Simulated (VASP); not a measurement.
# C (Cmme) in VASP: notebook

C is run at these levels: LDA; tasks: single point.

Everything below comes from runs of VASP 6.6.1. Logs are shortened: lines on timing, memory, paths and dates and some standing lists are left out, and cuts for length are marked.

### Step 1. The cell of the first run

Symmetry: Cmme, No. 67, orthorhombic system. Conventional cell: a = 2.456 Å, b = 4.254 Å, c = 7.173 Å, α = 90.00°, β = 90.00°, γ = 90.00°. C (site symmetry m) has 3 C at 1.42 Å within 1.9 Å.

### Step 2. Single point, LDA

The input, INCAR:

```
  PREC = Accurate
  ENCUT = 520
  EDIFF = 1E-6
  ISMEAR = 0
  SIGMA = 0.1
  LREAL = F
  LASPH = T
  NELM = 100
  ALGO = Normal
  ISIF = 2
  LWAVE = F
  LCHARG = T
  GGA = CA
  LELF = T
  LVHAR = T
  NBANDS = 16
```

The input, KPOINTS:

```
regular mesh
0
Gamma
  18 18 6
```

The input, POSCAR:

```
C
1.0
    1.2280479700     -2.1270618200      0.0000000000
    1.2280479700      2.1270618200      0.0000000000
    0.0000000000      0.0000000000      7.1732677600
C
4
Direct
    0.0833794600      0.9166205400      0.7531376000
    0.5833794600      0.4166205400      0.2468624000
    0.9166205400      0.0833794600      0.2468624000
    0.4166205400      0.5833794600      0.7531376000
```

Potentials or basis: VASP PAW LDA potentials, release 64 (C).

Started as:

```sh
$ cat potpaw_LDA.64/C/POTCAR > POTCAR
$ mpirun -np 1 vasp_std > vasp.out
```

OUTCAR:

```text
PREC = Accurate
   ENCUT = 520
   EDIFF = 1E-6
   ISMEAR = 0
   LREAL = F
   LASPH = T
   NELM = 100
   ISIF = 2
   GGA = CA

 ion  position               nearest neighbor table
   1  0.083  0.917  0.753-   4 1.42   4 1.42   4 1.42
   2  0.583  0.417  0.247-   3 1.42   3 1.42   3 1.42
   3  0.917  0.083  0.247-   2 1.42   2 1.42   2 1.42
   4  0.417  0.583  0.753-   1 1.42   1 1.42   1 1.42

  LATTYP: Found a hexagonal cell.
 ALAT       =     2.4561135566
 C/A-ratio  =     2.9205765918

  Lattice vectors:

 A1 = (   1.2280479700,  -2.1270618200,   0.0000000000)
 A2 = (   1.2280479700,   2.1270618200,   0.0000000000)
 A3 = (   0.0000000000,   0.0000000000,   7.1732677600)

Analysis of symmetry for initial positions (statically):
=====================================================================
 Subroutine PRICEL returns:
 Original cell was already a primitive cell.

 Routine SETGRP: Setting up the symmetry group for a
 hexagonal supercell.

 Subroutine GETGRP returns: Found  8 space group operations
 (whereof  4 operations were pure point group operations)
 out of a pool of 24 trial point group operations.

The static configuration has the point symmetry C_2h.
 The point group associated with its full space group is D_2h.

Analysis of symmetry for dynamics (positions and initial velocities):
=====================================================================
 Subroutine PRICEL returns:
 Original cell was already a primitive cell.

 Routine SETGRP: Setting up the symmetry group for a
 hexagonal supercell.

 Subroutine GETGRP returns: Found  8 space group operations
 (whereof  4 operations were pure point group operations)
 out of a pool of 24 trial point group operations.

The dynamic configuration has the point symmetry C_2h.
 The point group associated with its full space group is D_2h.

 Subroutine INISYM returns: Found  8 space group operations
 (whereof  4 operations are pure point group operations),
 and found     1 'primitive' translations

----------------------------------------------------------------------------------------

                                     Primitive cell

  volume of cell :      37.4751

  direct lattice vectors                    reciprocal lattice vectors
     1.228047970 -2.127061820  0.000000000     0.407150219 -0.235066041  0.000000000
     1.228047970  2.127061820  0.000000000     0.407150219  0.235066041  0.000000000
     0.000000000  0.000000000  7.173267760     0.000000000  0.000000000  0.139406479

[... 90 lines left out ...]
   NSW    =      0    number of steps for IOM
   IBRION =     -1    ionic relax: 0-MD 1-quasi-New 2-CG
   NFREE  =      0    steps in history (QN), initial steepest desc. (CG)
   ISIF   =      2    stress and relaxation
   ISYM   =      2    0-nonsym 1-usesym 2-fastsym
   POTIM  = 0.5000    time-step for ionic-motion
   TEBEG  =    0.0;   TEEND  =   0.0 temperature during run
   PSTRESS=    0.0 pullay stress
   NELECT =      16.0000    total number of electrons
   NUPDOWN=      -1.0000    fix difference up-down
   EMIN   =  10.00;   EMAX   =-10.00  energy-range for DOS
   EFERMI =   0.00;   METHOD = LEGACY
   ISMEAR =     0;   SIGMA  =   0.10  broadening in eV -4-tet -1-fermi 0-gaus
   EFERMI_NEDOS =   21; number of points for ismear=-14 and -15
   IALGO  =     38    algorithm
   IMIX   =      4    mixing-type and parameters
     AMIX     =   0.40;   BMIX     =  1.00
     AMIX_MAG =   1.60;   BMIX_MAG =  1.00
  volume/ion in A,a.u.               =       9.37        63.22
  Fermi-wavevector in a.u.,A,eV,Ry     =   1.232728  2.329519 20.675669  1.519619
  Thomas-Fermi vector in A             =   2.367487
   LORBIT       =      0    0 simple, 1 ext, 2 COOP (PROOUT), +10 PAW based schemes
   GGA     = CA    functional components
   LHFCALC =     F    Hartree Fock is set to
   AEXX    =    0.0000 exact exchange contribution
   IVDW    =     0    specifies the selected vdW correction
   LEPSILON=     F    determine dielectric tensor
   LRPA    =     F    only Hartree local field effects (RPA)
 non-spin polarized calculation
 Gauss-broadening in eV      SIGMA  =   0.10
  energy-cutoff  :      520.00
  volume of cell :       37.48
 maximum number of plane-waves:      1028
   NGX =  9   NGY =  9   NGZ = 27

 number of electron      15.9999996 magnetization

 Free energy of the ion-electron system (eV)
  ---------------------------------------------------
  ext. energy  EPLUGINS =         0.00000000
  ---------------------------------------------------
  free energy    TOTEN  =       -40.42792678 eV

  energy without entropy =      -40.42753305  energy(sigma->0) =      -40.42772992

 E-fermi :   4.0355     XC(G=0): -10.3387

 val. band max:        4.0248051764   @ k =   0.3333   0.3333   0.5000
 cond. band min:       4.0494937902   @ k =   0.3333   0.3333   0.5000
 fundamental gap:      0.0246886138
 Fermi energy:         4.0355134099

 k-point     1 :       0.0000    0.0000    0.0000
  band No.  band energies     occupation
      1     -15.4271      2.00000
      2     -15.2376      2.00000
      3      -4.3647      2.00000
      4      -2.9062      2.00000
      5       1.0197      2.00000
      6       1.0257      2.00000
[... 433 lines left out ...]
      3      -3.7371      2.00000
      4      -2.3102      2.00000
      5      -0.7206      2.00000
      6      -0.7028      2.00000
[... 8 lines left out ...]
     15      14.1572      0.00000
     16      14.2172      0.00000

 [... further k-points ...]

------------------------ aborting loop because EDIFF is reached ----------------------------------------

  FORCE on cell =-STRESS in cart. coord.  units (eV):
  Direction    XX          YY          ZZ          XY          YZ          ZX
  --------------------------------------------------------------------------------------
  -------------------------------------------------------------------------------------
  Total       -0.9552346     -0.9918758     -0.2912519      0.0000000      0.0000000      0.0000000
  in kB      -40.8392886    -42.4058132    -12.4519344      0.0000000      0.0000000      0.0000000
  external PRESSURE =     -31.8990121 kB  Pullay stress =       0.0000000 kB

 VOLUME and BASIS-vectors are now :
 -----------------------------------------------------------------------------
  energy-cutoff  :      520.00
  volume of cell :       37.48
      direct lattice vectors                 reciprocal lattice vectors
     1.228047970 -2.127061820  0.000000000     0.407150219 -0.235066041  0.000000000
     1.228047970  2.127061820  0.000000000     0.407150219  0.235066041  0.000000000
     0.000000000  0.000000000  7.173267760     0.000000000  0.000000000  0.139406479

 POSITION                                       TOTAL-FORCE (eV/Angst)
 -----------------------------------------------------------------------------------
      1.22805      1.77236      5.40246         0.000000      0.025993     -0.002781
      1.22805     -0.35471      1.77081         0.000000      0.025993      0.002781
      1.22805     -1.77236      1.77081         0.000000     -0.025993      0.002781
      1.22805      0.35471      5.40246         0.000000     -0.025993     -0.002781
 -----------------------------------------------------------------------------------
    total drift:                                0.000000     -0.000000      0.000000

  FREE ENERGIE OF THE ION-ELECTRON SYSTEM (eV)
  ---------------------------------------------------
  free  energy   TOTEN  =       -40.4279267759 eV

  energy  without entropy=      -40.4275330547  energy(sigma->0) =      -40.42772992
```

OSZICAR:

```text
N       E                     dE             d eps       ncg     rms          rms(c)
DAV:   1     0.325410426776E+02    0.32541E+02   -0.78760E+03 11672   0.916E+02
DAV:   2    -0.403715318274E+02   -0.72913E+02   -0.66305E+02 16376   0.190E+02
DAV:   3    -0.432407456155E+02   -0.28692E+01   -0.28541E+01 15360   0.355E+01
DAV:   4    -0.432676366549E+02   -0.26891E-01   -0.26881E-01 14536   0.421E+00
DAV:   5    -0.432680903698E+02   -0.45371E-03   -0.45369E-03 15056   0.515E-01    0.928E+00
DAV:   6    -0.411038672979E+02    0.21642E+01   -0.15446E+00 13952   0.767E+00    0.528E+00
DAV:   7    -0.404271567467E+02    0.67671E+00   -0.17590E+00 14472   0.835E+00    0.144E+00
DAV:   8    -0.404304342908E+02   -0.32775E-02   -0.93490E-02 14000   0.180E+00    0.355E-01
DAV:   9    -0.404280266435E+02    0.24076E-02   -0.33238E-03 14672   0.384E-01    0.125E-01
DAV:  10    -0.404279296629E+02    0.96981E-04   -0.64351E-04 14712   0.162E-01    0.669E-02
DAV:  11    -0.404279267173E+02    0.29456E-05   -0.23364E-05 14400   0.296E-02    0.125E-02
DAV:  12    -0.404279267759E+02   -0.58554E-07   -0.24623E-07 10568   0.405E-03
   1 F= -.40427927E+02 E0= -.40427730E+02  d E =-.393721E-03
```

stdout:

```text
POSCAR found type information on POSCAR C
 POSCAR found :  1 types and       4 ions
 scaLAPACK will be used
 LDA part: xc-table for (Slater(with rela. corr.)+CA(PZ))
 , standard interpolation
 POSCAR, INCAR and KPOINTS ok, starting setup
 FFT: planning ... GRIDC
 FFT: planning ... GRID_SOFT
 FFT: planning ... GRID
 WAVECAR not read
 entering main loop
```

It took 1.8 min on 1 thread of Intel Xeon Platinum 8488C (Sapphire Rapids), shared host; peak memory 0.24 GiB.

What came out:

- Free energy: -40.4279 eV
- Pressure: -3.2 GPa
- Largest force: 0.026 eV/Å

Forces on the atoms (eV/Å):
```
C    0.000  0.026 -0.003
C    0.000  0.026  0.003
C    0.000 -0.026  0.003
C    0.000 -0.026 -0.003
```

Stress tensor (GPa, compression positive):
```
-4.08  0.00  0.00
 0.00 -4.24  0.00
 0.00  0.00 -1.25
```

Caveat: the cell stands under tension.

### Step 3. Single point, LDA

The input, INCAR:

```
  PREC = Accurate
  ENCUT = 520
  EDIFF = 1E-6
  ISMEAR = 0
  SIGMA = 0.01
  LREAL = False
  LASPH = True
  NELM = 100
  ALGO = Normal
  ISIF = 2
  LWAVE = False
  LCHARG = False
  NBANDS = 16
```

The input, KPOINTS:

```
Automatic mesh
0
Gamma
  18 18 6
```

POSCAR is that of step 2.

Potentials or basis: VASP PAW LDA potentials, release 64 (C).

Started as:

```sh
$ cat potpaw_LDA.64/C/POTCAR > POTCAR
$ mpirun -np 1 vasp_std > vasp.out
```

It took 2 min on 1 thread of Intel Xeon Platinum 8488C (Sapphire Rapids), shared host; peak memory 0.24 GiB.

It converged, with:

```yaml
Free_energy: -40.4277 eV
Pressure: -3.2 GPa
Largest_force: 0.027 eV/Å
```

Forces on the atoms (eV/Å):
```
C    0.000  0.027 -0.002
C    0.000  0.027  0.002
C    0.000 -0.027  0.002
C    0.000 -0.027 -0.002
```

Stress tensor (GPa, compression positive):
```
-4.08  0.00  0.00
 0.00 -4.24  0.00
 0.00  0.00 -1.25
```

Caveat: the cell stands under tension.

### Step 4. Single point, LDA

The input, INCAR:

```
  PREC = Accurate
  ENCUT = 520
  EDIFF = 1E-6
  ISMEAR = 0
  SIGMA = 0.2
  LREAL = F
  LASPH = T
  NELM = 80
  ALGO = Normal
  ISIF = 2
  LWAVE = F
  LCHARG = F
  GGA = CA
  NBANDS = 16
```

The input, KPOINTS:

```
regular mesh
0
Gamma
  18 18 6
```

POSCAR is that of step 3.

Started as:

```sh
$ cat potpaw_LDA.64/C/POTCAR > POTCAR
$ mpirun -np 1 vasp_std > vasp.out
```

Wall time 1.9 min (1 thread of Intel Xeon Platinum 8488C (Sapphire Rapids), shared host); peak memory 0.24 GiB.

Results (log left out):

| Property | Result |
| --- | --- |
| Free energy | -40.4285 eV |
| Pressure | -3.2 GPa |
| Largest force | 0.025 eV/Å |

Forces on the atoms (eV/Å):
```
C    0.000  0.025 -0.003
C    0.000  0.025  0.003
C    0.000 -0.025  0.003
C    0.000 -0.025 -0.003
```

Stress tensor (GPa, compression positive):
```
-4.09  0.00  0.00
 0.00 -4.24  0.00
 0.00  0.00 -1.23
```

Caveat: the cell stands under tension.

### Step 5. Summary

```tsv
smearing	pressure (GPa)	largest force (eV/Å)
gaussian 0.1 eV	-3.2	0.03
gaussian 0.01 eV	-3.2	0.03
gaussian 0.2 eV	-3.2	0.03
```

Alike in all rows: task single point; level LDA; potentials or basis VASP PAW LDA potentials, release 64 (C); no spin polarisation; cell as given; k mesh 18 × 18 × 6; cutoff (eV) 520.

Caveats: the cell stands under tension.

Total energies depend on the potentials used, so only differences within one code and one set of settings carry meaning.
